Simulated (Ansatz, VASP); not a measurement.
**SiC3 in VASP and in Ansatz**

```
C Si
1.0
     2.79640    0.00000    0.00000
     0.00000    2.79640    0.00000
     0.00000    0.00000    4.09004
C Si
3 1
Direct
  0.50000 0.00000 0.78627
  0.50000 0.50000 0.00000
  0.00000 0.50000 0.21373
  0.00000 0.00000 0.50000
```

Alike in both runs: task single point; functional PBE; k mesh 10 × 10 × 6; no spin polarisation.

```csv
,VASP,Ansatz
version,VASP 6.6.1,Ansatz 0.2.0
potentials or method,"VASP PAW PBE potentials, release 64 (C, Si)","plane waves, PAW"
plane-wave cutoff (eV),520,420
occupations,"gaussian, width 0.01 eV",fixed
valence electrons in the cell,16,16
```

|  | VASP | Ansatz | Ansatz less VASP |
| --- | --- | --- | --- |
| gap on the k mesh at the Fermi level (eV) | 1.41 | 1.41 | +0.005 |
| pressure (GPa) | 3.3 | 3.3 | -0.02 |
| traceless stress, the component that is largest in VASP (GPa) | 0.68 | 0.75 | +0.073 |
| rms of the force components (eV/Å) | 0.132 | 0.139 | +0.0070 |

Atom by atom the forces differ by 0.007 eV/Å (rms over components).
